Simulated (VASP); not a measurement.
Wanted: the native input for a VASP 6.6.1 run.

```
Task                   : relaxation of cell and atoms
Functional             : r2SCAN
Dispersion             : rVV10
Potentials or basis    : VASP PAW PBE potentials, release 64 (Te, Mo_sv)
Cutoff                 : 600 eV
k mesh                 : 9 × 9 × 2
Occupations            : fermi-dirac, width 0.05 eV
Spin                   : no spin polarisation
Dipole correction      : no
Further INCAR settings : ALGO = Normal; EDIFF = 1e-06; IBRION = 2; EDIFFG = -0.01; NSW = 60; ISIF = 3
```

Te2Mo:

```
Te Mo
1.0
     3.51820    0.00000    0.00000
    -1.75910    3.04685    0.00000
     0.00000    0.00000   13.97360
Te Mo
4 2
Cartesian
  1.7591 1.0156 5.2960
  0.0000 2.0312 12.2828
  1.7591 1.0156 1.6908
  0.0000 2.0312 8.6776
  1.7591 1.0156 10.4802
  0.0000 2.0312 3.4934
```

The input as run:

POSCAR

```
Te2Mo
1.0
    3.5182000000      0.0000000000      0.0000000000
   -1.7591000000      3.0468505756      0.0000000000
    0.0000000000      0.0000000000     13.9736000000
Te Mo
4 2
Direct
    0.6666666667      0.3333333333      0.3790000000
    0.3333333333      0.6666666667      0.8790000000
    0.6666666667      0.3333333333      0.1210000000
    0.3333333333      0.6666666667      0.6210000000
    0.6666666667      0.3333333333      0.7500000000
    0.3333333333      0.6666666667      0.2500000000
```

INCAR.step1

```
SYSTEM = Te2Mo
PREC = Accurate
ENCUT = 600
ISMEAR = -1
SIGMA = 0.05
LREAL = .FALSE.
LASPH = .TRUE.
NELM = 100
GGA = PE
ALGO = Normal
EDIFF = 1E-4
LWAVE = .TRUE.
LCHARG = .FALSE.
```

INCAR.step2

```
SYSTEM = Te2Mo
PREC = Accurate
ENCUT = 600
EDIFF = 1E-6
ISMEAR = -1
SIGMA = 0.05
LREAL = .FALSE.
LASPH = .TRUE.
NELM = 100
ALGO = Normal
ISIF = 3
LWAVE = .FALSE.
LCHARG = .FALSE.
METAGGA = R2SCAN
LMIXTAU = .TRUE.
LUSE_VDW = .TRUE.
IVDW_NL = 2
BPARAM = 11.95
CPARAM = 0.0093
IBRION = 2
NSW = 60
EDIFFG = -0.01
ISTART = 1
```

KPOINTS

```
Automatic mesh
0
G
  9 9 2
  0 0 0
```

Potentials or basis: VASP PAW PBE potentials, release 64 (Te, Mo_sv).

Run with:

```bash
$ cat potpaw_PBE.64/Te/POTCAR potpaw_PBE.64/Mo_sv/POTCAR > POTCAR
$ cp INCAR.step1 INCAR
$ mpirun -np 1 vasp_std > vasp.out
$ cp INCAR.step2 INCAR
$ mpirun -np 1 vasp_std > vasp.out
```

It gave:

| Property | Result |
| --- | --- |
| Relaxed volume | 25.82 Å³/atom |
| Relaxed cell | a = 3.547 Å, b = 3.547 Å, c = 14.221 Å, α = 90.00°, β = 90.00°, γ = 120.00° |
| Space group after relaxing (to 0.1 Å) | P6_3/mmc (No. 194) |
| Energy gained by relaxing | 3.4 meV/atom |
| Ionic steps | 9 |
| Pressure after relaxing | 0.0 GPa |
| Largest force after relaxing | 0.003 eV/Å |
| Band gap on the k mesh | 0.94 eV (least direct gap 1.08 eV) |

Caveat: the PAW data sets were made with another functional, which shifts forces and pressure a little; spin-orbit coupling is left out, which moves the levels of the heavy elements.

It took 40 min on 1 thread of Intel(R) Xeon(R) 6975P-C (Granite Rapids), on a shared host, peak memory 0.69 GiB.
